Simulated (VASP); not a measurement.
Set up this calculation in VASP 6.6.1, as the native input.

- Task: single point
- Functional: PBEsol
- Potentials or basis: VASP PAW PBE potentials, release 64 (Al, N)
- Cutoff: 520 eV
- k mesh: 1 × 1 × 1, shifted
- Occupations: fermi-dirac, width 0.05 eV
- Spin: no spin polarisation
- Dipole correction: no
- Further INCAR settings: LREAL = Auto; ALGO = Normal; EDIFF = 1e-06; NBANDS = 161; ISYM = 0

The structure of AlN (a cell with a defect) lies in POSCAR:

```
AlN
1.0
    8.7554440000      0.0000000000      0.0000000000
    0.0000000000      8.7554440000      0.0000000000
    0.0000000000      0.0000000000      8.7554440000
Al N
31 31
Direct
    0.9964800000      0.9962600000      0.9966210000
    0.9996710000      0.9992530000      0.5009480000
    0.9996950000      0.5009160000      0.9997520000
    0.9990220000      0.5000120000      0.5002720000
    0.5006490000      0.9992370000      0.9997480000
    0.5000940000      0.9990910000      0.5002920000
    0.5001060000      0.5000320000      0.9992610000
    0.2540830000      0.2539580000      0.9942780000
    0.2497370000      0.2492930000      0.4997380000
    0.2493120000      0.7485930000      0.0004990000
    0.2515040000      0.7484030000      0.5017270000
    0.7489060000      0.2493770000      0.0001350000
    0.7483250000      0.2505460000      0.5012330000
    0.7495450000      0.7491680000      0.9983530000
    0.7485640000      0.7490780000      0.4998890000
    0.2539940000      0.9937290000      0.2541320000
    0.2491640000      0.0002730000      0.7492860000
    0.2504470000      0.4996900000      0.2505410000
    0.2515490000      0.5010980000      0.7481470000
    0.7491540000      0.0001710000      0.2494280000
    0.7495630000      0.9978850000      0.7496320000
    0.7479780000      0.5009300000      0.2513990000
    0.7481990000      0.5001250000      0.7485980000
    0.9943410000      0.2538980000      0.2542010000
    0.9999230000      0.2494400000      0.7488950000
    0.0001710000      0.7484870000      0.2495970000
    0.9982420000      0.7491490000      0.7496360000
    0.4994440000      0.2489930000      0.2494910000
    0.5012480000      0.2505220000      0.7487190000
    0.5015650000      0.7485450000      0.2514320000
    0.4994410000      0.7492460000      0.7491020000
    0.1232790000      0.1233970000      0.6249880000
    0.1238780000      0.6243470000      0.1241220000
    0.1238170000      0.6252860000      0.6255410000
    0.6249790000      0.1231050000      0.1232480000
    0.6255840000      0.1232980000      0.6257540000
    0.6254240000      0.6253620000      0.1238560000
    0.6376260000      0.6394500000      0.6384350000
    0.3734120000      0.3732390000      0.1245030000
    0.3609290000      0.3599850000      0.6384110000
    0.3740020000      0.8763500000      0.1230630000
    0.3738460000      0.8762910000      0.6258150000
    0.8766160000      0.3739710000      0.1229610000
    0.8754120000      0.3741170000      0.6254110000
    0.8760670000      0.8755880000      0.1250660000
    0.8764540000      0.8760620000      0.6250410000
    0.3732210000      0.1239010000      0.3733650000
    0.3740870000      0.1225490000      0.8770130000
    0.3620710000      0.6383960000      0.3619980000
    0.3740190000      0.6253280000      0.8759870000
    0.8768810000      0.1225150000      0.3742920000
    0.8759810000      0.1247840000      0.8760270000
    0.8755040000      0.6252110000      0.3743100000
    0.8761790000      0.6245460000      0.8762810000
    0.1244650000      0.3733260000      0.3736610000
    0.1228990000      0.3739320000      0.8766060000
    0.1229850000      0.8762350000      0.3741600000
    0.1248820000      0.8756280000      0.8761780000
    0.6381280000      0.3594530000      0.3602710000
    0.6253150000      0.3740240000      0.8758760000
    0.6255880000      0.8762380000      0.3740720000
    0.6249730000      0.8762020000      0.8766530000
```

These files were run (other wordings do the same):

INCAR

```
SYSTEM = AlN
  PREC = Accurate
  ENCUT = 520
  EDIFF = 1E-6
  ISMEAR = -1
  SIGMA = 0.05
  LREAL = Auto
  LASPH = .TRUE.
  NELM = 60
  ALGO = Normal
  ISIF = 2
  LWAVE = .FALSE.
  LCHARG = .FALSE.
  GGA = PS
  ISYM = 0
  NBANDS = 161
```

KPOINTS

```
Automatic mesh
0
Gamma
  1 1 1
  0.25 0.25 0.25
```

Potentials or basis: VASP PAW PBE potentials, release 64 (Al, N).

Launch:

```bash
$ cat potpaw_PBE.64/Al/POTCAR potpaw_PBE.64/N/POTCAR > POTCAR
$ mpirun -np 1 vasp_std > vasp.out
```

It gave:

The pressure is 0.9 GPa and the largest force is 0.207 eV/Å. The band gap on the k mesh is zero (filled and empty bands touch).

Caveat: the PAW data sets were made with another functional, which shifts forces and pressure a little.

It took 23 min on 1 thread of Intel(R) Xeon(R) Platinum 8488C (Sapphire Rapids), on a shared host, peak memory 0.81 GiB.
